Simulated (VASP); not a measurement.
A run of VASP 6.6.1 is set up as follows.

POSCAR

```
La2O3
1.0
    3.9307778800      0.0000000000      0.0000000000
   -1.9653889400      3.4041535000      0.0000000000
    0.0000000000      0.0000000000      6.1119535200
La O
2 3
Direct
    0.6666666698      0.3333333294      0.7537643202
    0.3333333302      0.6666666706      0.2462356798
    0.6666666698      0.3333333294      0.3541093503
    0.3333333302      0.6666666706      0.6458906497
    0.0000000000      0.0000000000      0.0000000000
```

The input INCAR.step1:

```
  PREC = Accurate
  ENCUT = 600
  ISMEAR = 0
  SIGMA = 0.01
  LREAL = F
  LASPH = T
  NELM = 100
  GGA = PE
  ALGO = Normal
  EDIFF = 1E-4
  LWAVE = T
  LCHARG = F
```

The input INCAR.step2:

```
  PREC = Accurate
  ENCUT = 600
  EDIFF = 1E-6
  ISMEAR = 0
  SIGMA = 0.01
  LREAL = F
  LASPH = T
  NELM = 100
  ALGO = Normal
  ISIF = 3
  LWAVE = F
  LCHARG = F
  METAGGA = R2SCAN
  LMIXTAU = T
  LUSE_VDW = T
  IVDW_NL = 2
  BPARAM = 11.95
  CPARAM = 0.0093
  IBRION = 2
  NSW = 80
  EDIFFG = -0.01
  ISTART = 1
```

File KPOINTS:

```
Automatic mesh
0
Gamma
  6 6 4
```

Potentials or basis: VASP PAW PBE potentials, release 64 (La, O).

Launch:

```bash
$ cat potpaw_PBE.64/La/POTCAR potpaw_PBE.64/O/POTCAR > POTCAR
$ cp INCAR.step1 INCAR
$ mpirun -np 1 vasp_std > vasp.out
$ cp INCAR.step2 INCAR
$ mpirun -np 1 vasp_std > vasp.out
```

Q: What does it give for the band gap on the k mesh?

A: 4.19 eV (least direct gap 4.31 eV).

Q: Estimate the relaxed cell.

A: a = 3.926 Å, b = 3.926 Å, c = 6.069 Å, α = 90.00°, β = 90.00°, γ = 120.00°.

Q: Estimate the space group after relaxing (to 0.1 Å).

A: P-3m1 (No. 164).

Forces in eV/Å, atoms in the order of the input:
```
La   0.000  0.000  0.005
La   0.000  0.000 -0.005
O    0.000  0.000 -0.010
O    0.000  0.000  0.010
O    0.000  0.000  0.000
```

Caveat: the PAW data sets were made with another functional, which shifts forces and pressure a little; spin-orbit coupling is left out, which moves the levels of the heavy elements. A k mesh can miss the band edges.
